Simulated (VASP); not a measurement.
# SiGe2 (Fm-3m) in VASP: further runs

Runs on SiGe2. Level: PBEsol. Tasks: single point, relaxation of cell and atoms.

Everything below comes from runs of VASP 6.6.1. Logs are shortened: lines on timing, memory, paths and dates and some standing lists are left out, and cuts for length are marked.

### Step 1. The cell of the first run

The structure is cubic, space group Fm-3m (No. 225). The conventional cell has a = 5.783 Å, b = 5.783 Å, c = 5.783 Å, α = 90.00°, β = 90.00°, γ = 90.00°. Si (site symmetry m-3m) has 8 Ge at 2.50 Å within 3.3 Å. Ge (site symmetry -43m) has 4 Si at 2.50 Å and 6 Ge at 2.89 Å within 3.3 Å.

### Step 2. Single point, PBEsol

INCAR

```
PREC = Accurate
ENCUT = 520
EDIFF = 1E-6
ISMEAR = 0
SIGMA = 0.1
LREAL = False
LASPH = True
NELM = 60
ALGO = Normal
ISIF = 2
LWAVE = False
LCHARG = False
GGA = PS
NBANDS = 23
```

KPOINTS

```
regular mesh
0
Gamma
  6 6 6
```

POSCAR

```
SiGe2
1.0
    0.0000000000      2.8914167062      2.8914167062
    2.8914167062      0.0000000000      2.8914167062
    2.8914167062      2.8914167062      0.0000000000
Si Ge
1 2
Direct
    0.0000000000      0.0000000000      0.0000000000
    0.7500000000      0.7500000000      0.7500000000
    0.2500000000      0.2500000000      0.2500000000
```

Potentials or basis: VASP PAW PBE potentials, release 64 (Si, Ge_d).

On the command line:

```sh
$ cat potpaw_PBE.64/Si/POTCAR potpaw_PBE.64/Ge_d/POTCAR > POTCAR
$ mpirun -np 1 vasp_std > vasp.out
```

OUTCAR:

```text
PREC = Accurate
   ENCUT = 520
   EDIFF = 1E-6
   ISMEAR = 0
   LREAL = False
   LASPH = True
   NELM = 60
   ISIF = 2
   GGA = PS

 ion  position               nearest neighbor table
   1  0.000  0.000  0.000-   2 2.50   3 2.50   2 2.50   2 2.50   2 2.50   3 2.50   3 2.50   3 2.50

   2  0.750  0.750  0.750-   1 2.50   1 2.50   1 2.50   1 2.50   3 2.89   3 2.89   3 2.89   3 2.89
                             3 2.89   3 2.89
   3  0.250  0.250  0.250-   1 2.50   1 2.50   1 2.50   1 2.50   2 2.89   2 2.89   2 2.89   2 2.89
                             2 2.89   2 2.89

  LATTYP: Found a face centered cubic cell.
 ALAT       =     5.7828334124

  Lattice vectors:

 A1 = (   0.0000000000,   2.8914167062,   2.8914167062)
 A2 = (   2.8914167062,   0.0000000000,   2.8914167062)
 A3 = (   2.8914167062,   2.8914167062,   0.0000000000)

Analysis of symmetry for initial positions (statically):
=====================================================================
 Subroutine PRICEL returns:
 Original cell was already a primitive cell.

 Routine SETGRP: Setting up the symmetry group for a
 face centered cubic supercell.

 Subroutine GETGRP returns: Found 48 space group operations
 (whereof 48 operations were pure point group operations)
 out of a pool of 48 trial point group operations.

The static configuration has the point symmetry O_h .

Analysis of symmetry for dynamics (positions and initial velocities):
=====================================================================
 Subroutine PRICEL returns:
 Original cell was already a primitive cell.

 Routine SETGRP: Setting up the symmetry group for a
 face centered cubic supercell.

 Subroutine GETGRP returns: Found 48 space group operations
 (whereof 48 operations were pure point group operations)
 out of a pool of 48 trial point group operations.

The dynamic configuration has the point symmetry O_h .

 Subroutine INISYM returns: Found 48 space group operations
 (whereof 48 operations are pure point group operations),
 and found     1 'primitive' translations

----------------------------------------------------------------------------------------

                                     Primitive cell

  volume of cell :      48.3462

  direct lattice vectors                    reciprocal lattice vectors
     0.000000000  2.891416706  2.891416706    -0.172925611  0.172925611  0.172925611
     2.891416706  0.000000000  2.891416706     0.172925611 -0.172925611  0.172925611
     2.891416706  2.891416706  0.000000000     0.172925611  0.172925611 -0.172925611

  length of vectors
     4.089080720  4.089080720  4.089080720     0.299515944  0.299515944  0.299515944

  position of ions in fractional coordinates (direct lattice)
     0.000000000  0.000000000  0.000000000
     0.750000000  0.750000000  0.750000000
     0.250000000  0.250000000  0.250000000

  ion indices of the primitive-cell ions
   primitive index   ion index
                 1           1
                 2           2
                 3           3

----------------------------------------------------------------------------------------

 KPOINTS: regular mesh

Automatic generation of k-mesh.
 Grid dimensions read from file:
 generate k-points for:    6    6    6

 Generating k-lattice:

  Cartesian coordinates                     Fractional coordinates (reciprocal lattice)
    -0.028820935  0.028820935  0.028820935     0.166666667  0.000000000  0.000000000
     0.028820935 -0.028820935  0.028820935     0.000000000  0.166666667  0.000000000
     0.028820935  0.028820935 -0.028820935     0.000000000  0.000000000  0.166666667

  Length of vectors
     0.049919324  0.049919324  0.049919324

  Shift w.r.t. Gamma in fractional coordinates (k-lattice)
     0.000000000  0.000000000  0.000000000

 Subroutine IBZKPT returns following result:
 ===========================================

 Found     16 irreducible k-points:

 Following reciprocal coordinates:
            Coordinates               Weight
  0.000000  0.000000  0.000000      1.000000
  0.166667  0.000000  0.000000      8.000000
  0.333333  0.000000  0.000000      8.000000
  0.500000  0.000000  0.000000      4.000000
  0.166667  0.166667  0.000000      6.000000
  0.333333  0.166667  0.000000     24.000000
[... 8 lines left out ...]
 -0.333333  0.333333  0.166667     24.000000
 -0.333333  0.500000  0.166667     12.000000
   k-points           NKPTS =     16   k-points in BZ     NKDIM =     16   number of bands    NBANDS=     23
   number of dos      NEDOS =    301   number of ions     NIONS =      3
   total plane-waves  NPLWV =  27000
   dimension x,y,z NGX =    30 NGY =   30 NGZ =   30
   dimension x,y,z NGXF=    60 NGYF=   60 NGZF=   60
   ions per type =               1   2
   NGX,Y,Z   is equivalent  to a cutoff of  12.20, 12.20, 12.20 a.u.
   NGXF,Y,Z  is equivalent  to a cutoff of  24.39, 24.39, 24.39 a.u.
 SYSTEM =  unknown system
   PREC   = accura    normal or accurate (medium, high low for compatibility)
   ISTART =      0    job   : 0-new  1-cont  2-samecut
   ICHARG =      2    charge: 1-file 2-atom 10-const
   ISPIN  =      1    spin polarized calculation?
   LNONCOLLINEAR =      F non collinear calculations
   LSORBIT =      F    spin-orbit coupling
   LASPH  =      T    aspherical Exc in radial PAW
   ENCUT  =  520.0 eV  38.22 Ry    6.18 a.u.   7.60  7.60  7.60*2*pi/ulx,y,z
   NELM   =     60;   NELMIN=  2; NELMDL= -5     # of ELM steps
   EDIFF  = 0.1E-05   stopping-criterion for ELM
   LREAL  =      F    real-space projection
   EDIFFG = 0.1E-04   stopping-criterion for IOM
   NSW    =      0    number of steps for IOM
   IBRION =     -1    ionic relax: 0-MD 1-quasi-New 2-CG
   NFREE  =      0    steps in history (QN), initial steepest desc. (CG)
   ISIF   =      2    stress and relaxation
   ISYM   =      2    0-nonsym 1-usesym 2-fastsym
   POTIM  = 0.5000    time-step for ionic-motion
   TEBEG  =    0.0;   TEEND  =   0.0 temperature during run
   PSTRESS=    0.0 pullay stress
   NELECT =      32.0000    total number of electrons
   NUPDOWN=      -1.0000    fix difference up-down
   EMIN   =  10.00;   EMAX   =-10.00  energy-range for DOS
   EFERMI =   0.00;   METHOD = LEGACY
   ISMEAR =     0;   SIGMA  =   0.10  broadening in eV -4-tet -1-fermi 0-gaus
   EFERMI_NEDOS =   21; number of points for ismear=-14 and -15
   IALGO  =     38    algorithm
   IMIX   =      4    mixing-type and parameters
     AMIX     =   0.40;   BMIX     =  1.00
     AMIX_MAG =   1.60;   BMIX_MAG =  1.00
  volume/ion in A,a.u.               =      16.12       108.75
  Fermi-wavevector in a.u.,A,eV,Ry     =   1.426716  2.696102 27.694904  2.035518
  Thomas-Fermi vector in A             =   2.546963
   LORBIT       =      0    0 simple, 1 ext, 2 COOP (PROOUT), +10 PAW based schemes
   GGA     = PS    functional components
   LHFCALC =     F    Hartree Fock is set to
   AEXX    =    0.0000 exact exchange contribution
   IVDW    =     0    specifies the selected vdW correction
   LEPSILON=     F    determine dielectric tensor
   LRPA    =     F    only Hartree local field effects (RPA)
 non-spin polarized calculation
 Gauss-broadening in eV      SIGMA  =   0.10
  energy-cutoff  :      520.00
  volume of cell :       48.35
 maximum number of plane-waves:      1315
   NGX = 15   NGY = 15   NGZ = 15

 number of electron      31.9999972 magnetization

 Free energy of the ion-electron system (eV)
  ---------------------------------------------------
  ext. energy  EPLUGINS =         0.00000000
  ---------------------------------------------------
  free energy    TOTEN  =       -14.11855209 eV

  energy without entropy =      -14.11119979  energy(sigma->0) =      -14.11487594

 E-fermi :   8.3433     XC(G=0): -11.5775

 val. band max:        8.2663892595   @ k =  -0.3333   0.1667   0.0000
 cond. band min:       8.4166857927   @ k =   0.1667   0.0000   0.0000
 fundamental gap:      0.1502965332
 Fermi energy:         8.3433375599

 k-point     1 :       0.0000    0.0000    0.0000
  band No.  band energies     occupation
      1     -16.2518      2.00000
      2     -16.2518      2.00000
      3     -16.2141      2.00000
      4     -16.2141      2.00000
      5     -16.2141      2.00000
      6     -16.1157      2.00000
[... 15 lines left out ...]
     22      12.9243      0.00000
     23      13.9433      0.00000

 k-point     2 :       0.1667    0.0000    0.0000
  band No.  band energies     occupation
      1     -16.2387      2.00000
      2     -16.2387      2.00000
      3     -16.2083      2.00000
      4     -16.2064      2.00000
      5     -16.2064      2.00000
      6     -16.1216      2.00000
[... 15 lines left out ...]
     22      12.7097      0.00000
     23      16.3964      0.00000

 k-point     3 :       0.3333    0.0000    0.0000
  band No.  band energies     occupation
      1     -16.2027      2.00000
      2     -16.2027      2.00000
      3     -16.1919      2.00000
      4     -16.1861      2.00000
      5     -16.1861      2.00000
      6     -16.1384      2.00000
[... 15 lines left out ...]
     22      16.2713      0.00000
     23      18.8416      0.00000

 k-point     4 :       0.5000    0.0000    0.0000
  band No.  band energies     occupation
      1     -16.1747      2.00000
      2     -16.1671      2.00000
      3     -16.1671      2.00000
      4     -16.1571      2.00000
      5     -16.1571      2.00000
      6     -16.1558      2.00000
[... 15 lines left out ...]
     22      15.4518      0.00000
     23      16.1049      0.00000

 k-point     5 :       0.1667    0.1667    0.0000
  band No.  band energies     occupation
      1     -16.2495      2.00000
      2     -16.2226      2.00000
      3     -16.2165      2.00000
      4     -16.1992      2.00000
      5     -16.1992      2.00000
      6     -16.1266      2.00000
[... 226 lines left out ...]
 k-point    14 :       0.5000    0.3333    0.1667
  band No.  band energies     occupation
      1     -16.2245      2.00000
      2     -16.2092      2.00000
      3     -16.1723      2.00000
      4     -16.1621      2.00000
      5     -16.1607      2.00000
      6     -16.1579      2.00000
[... 15 lines left out ...]
     22      16.6639      0.00000
     23      17.8526      0.00000

 k-point    15 :      -0.3333    0.3333    0.1667
  band No.  band energies     occupation
      1     -16.1992      2.00000
      2     -16.1982      2.00000
      3     -16.1960      2.00000
      4     -16.1829      2.00000
      5     -16.1579      2.00000
      6     -16.1578      2.00000
[... 15 lines left out ...]
     22      16.2823      0.00000
     23      18.9861      0.00000

 k-point    16 :      -0.3333    0.5000    0.1667
  band No.  band energies     occupation
      1     -16.2216      2.00000
      2     -16.2125      2.00000
      3     -16.1933      2.00000
      4     -16.1758      2.00000
      5     -16.1580      2.00000
      6     -16.1550      2.00000
[... 15 lines left out ...]
     22      16.3803      0.00000
     23      18.4677      0.00000

------------------------ aborting loop because EDIFF is reached ----------------------------------------

  FORCE on cell =-STRESS in cart. coord.  units (eV):
  Direction    XX          YY          ZZ          XY          YZ          ZX
  --------------------------------------------------------------------------------------
  -------------------------------------------------------------------------------------
  Total        5.0574579      5.0574579      5.0574579      0.0000000      0.0000000      0.0000000
  in kB      167.6026223    167.6026223    167.6026223      0.0000000      0.0000000      0.0000000
  external PRESSURE =     167.6026223 kB  Pullay stress =       0.0000000 kB

 VOLUME and BASIS-vectors are now :
 -----------------------------------------------------------------------------
  energy-cutoff  :      520.00
  volume of cell :       48.35
      direct lattice vectors                 reciprocal lattice vectors
     0.000000000  2.891416706  2.891416706    -0.172925611  0.172925611  0.172925611
     2.891416706  0.000000000  2.891416706     0.172925611 -0.172925611  0.172925611
     2.891416706  2.891416706  0.000000000     0.172925611  0.172925611 -0.172925611

 POSITION                                       TOTAL-FORCE (eV/Angst)
 -----------------------------------------------------------------------------------
      0.00000      0.00000      0.00000        -0.000000     -0.000000     -0.000000
      4.33713      4.33713      4.33713        -0.000000     -0.000000     -0.000000
      1.44571      1.44571      1.44571         0.000000      0.000000      0.000000
 -----------------------------------------------------------------------------------
    total drift:                               -0.000000      0.000000      0.000000

  FREE ENERGIE OF THE ION-ELECTRON SYSTEM (eV)
  ---------------------------------------------------
  free  energy   TOTEN  =       -14.1185520932 eV

  energy  without entropy=      -14.1111997876  energy(sigma->0) =      -14.11487594
```

Run time: 13 s. Hardware: 1 thread of Intel Xeon 6975P-C (Granite Rapids), shared host; peak memory 0.17 GiB.

What came out:

```
Free energy            : -14.1186 eV
Pressure               : 16.8 GPa
Band gap on the k mesh : zero (band 16 reaches 9.92 eV, above the bottom of band 17 at 7.22 eV)
```

Caveat: the PAW data sets were made with another functional, which shifts forces and pressure a little.

### Step 3. Single point, PBEsol

This run uses another cell than the first one, of 19.12 Å³/atom, 1.186 times its volume.

INCAR

```
SYSTEM = SiGe2
PREC = Accurate
ENCUT = 520
EDIFF = 1E-7
ISMEAR = 0
SIGMA = 0.1
LREAL = .False.
LASPH = .True.
NELM = 80
ALGO = Normal
ISIF = 2
LWAVE = .False.
LCHARG = .True.
GGA = PS
LELF = .True.
LVHAR = .True.
NBANDS = 23
```

KPOINTS

```
regular mesh
0
Gamma
  6 6 6
  0 0 0
```

POSCAR

```
SiGe2
1.0
    0.0000000000      3.0608447154      3.0608447154
    3.0608447154      0.0000000000      3.0608447154
    3.0608447154      3.0608447154      0.0000000000
Si Ge
1 2
Direct
    0.0000000000      0.0000000000      0.0000000000
    0.7500000000      0.7500000000      0.7500000000
    0.2500000000      0.2500000000      0.2500000000
```

Potentials or basis: VASP PAW PBE potentials, release 64 (Si, Ge_d).

On the command line:

```sh
$ cat potpaw_PBE.64/Si/POTCAR potpaw_PBE.64/Ge_d/POTCAR > POTCAR
$ mpirun -np 1 vasp_std > vasp.out
```

Run time: 11 s. Hardware: 1 thread of Intel Xeon 6975P-C (Granite Rapids), shared host; peak memory 0.17 GiB.

The run converged. Its results:

| Quantity | Value |
| --- | --- |
| Free energy | -14.5469 eV |
| Pressure | 0.1 GPa |
| Band gap on the k mesh | zero (band 16 reaches 7.46 eV, above the bottom of band 17 at 5.50 eV) |

Levels at points of the mesh, in eV from the Fermi level:
| k point | band 14 | band 15 | band 16 | band 17 | band 18 | band 19 |
| --- | --- | --- | --- | --- | --- | --- |
| (0.00, 0.00, 0.00) | -1.60 | -1.60 | -0.98 | -0.98 | -0.98 | -0.90 |
| (0.50, 0.00, 0.00) | -2.78 | -2.78 | -0.68 | -0.68 | 0.19 | 5.50 |
| (0.50, 0.50, 0.00) | -4.76 | -4.76 | -1.23 | 4.39 | 4.39 | 5.40 |

Caveat: the PAW data sets were made with another functional, which shifts forces and pressure a little.

### Step 4. Relaxation of cell and atoms, PBEsol

INCAR

```
PREC = Accurate
ENCUT = 600
EDIFF = 1E-7
ISMEAR = 0
SIGMA = 0.1
LREAL = False
LASPH = True
NELM = 80
ALGO = Normal
ISIF = 3
LWAVE = False
LCHARG = False
GGA = PS
IBRION = 2
NSW = 100
EDIFFG = -0.05
```

KPOINTS

```
Automatic mesh
0
Gamma
  6 6 6
```

POSCAR

```
SiGe2
1.0
    0.0000000000      2.8914167062      2.8914167062
    2.8914167062      0.0000000000      2.8914167062
    2.8914167062      2.8914167062      0.0000000000
Si Ge
1 2
Direct
    0.0000000000      0.0000000000      0.0000000000
    0.7500000000      0.7500000000      0.7500000000
    0.2500000000      0.2500000000      0.2500000000
```

On the command line:

```sh
$ cat potpaw_PBE.64/Si/POTCAR potpaw_PBE.64/Ge_d/POTCAR > POTCAR
$ mpirun -np 1 vasp_std > vasp.out
```

Run time: 29 s. Hardware: 1 thread of Intel Xeon 6975P-C (Granite Rapids), shared host; peak memory 0.21 GiB.

Results (log left out):

```
Free energy                            : -14.5466 eV
Relaxed volume                         : 19.22 Å³/atom
Relaxed cell                           : a = 4.336 Å, b = 4.336 Å, c = 4.336 Å, α = 60.00°, β = 60.00°, γ = 60.00°
Space group after relaxing (to 0.05 Å) : Fm-3m (No. 225)
Energy gained by relaxing              : 142.6 meV/atom
Ionic steps                            : 3
Pressure after relaxing                : -0.1 GPa
Band gap on the k mesh                 : zero (band 16 reaches 7.39 eV, above the bottom of band 17 at 5.46 eV)
```

The path:
```tsv
step	energy change (eV)	largest force (eV/Å)	pressure (GPa)	volume (Å³)
1	0.0000	0.0000	16.90	48.35
2	-0.3865	0.0000	-3.41	61.24
3	-0.4279	0.0000	-0.10	57.65
```

Final structure:
```yaml
crystal:
  lattice:
    - [0.00000, 3.06618, 3.06618]
    - [3.06618, 0.00000, 3.06618]
    - [3.06618, 3.06618, 0.00000]
  atoms:
    - { symbol: Si, position: [0.00000, 0.00000, 0.00000] }
    - { symbol: Ge, position: [0.75000, 0.75000, 0.75000] }
    - { symbol: Ge, position: [0.25000, 0.25000, 0.25000] }
```

Levels at points of the mesh, in eV from the Fermi level:
```tsv
k point	band 12	band 13	band 14	band 15	band 16	band 17	band 18	band 19	band 20
(0.00, 0.00, 0.00)	-4.23	-1.59	-1.59	-1.59	-0.97	-0.97	-0.97	-0.93	4.19
(0.50, 0.00, 0.00)	-9.69	-4.17	-2.76	-2.76	-0.66	-0.66	0.18	5.46	6.00
(0.50, 0.50, 0.00)	-8.85	-7.00	-4.73	-4.73	-1.22	4.37	4.37	5.35	6.72
```

Caveat: the volume moved by over 15 % at a fixed basis, so the end points are rough; the PAW data sets were made with another functional, which shifts forces and pressure a little.

[end of part 1 of 2]
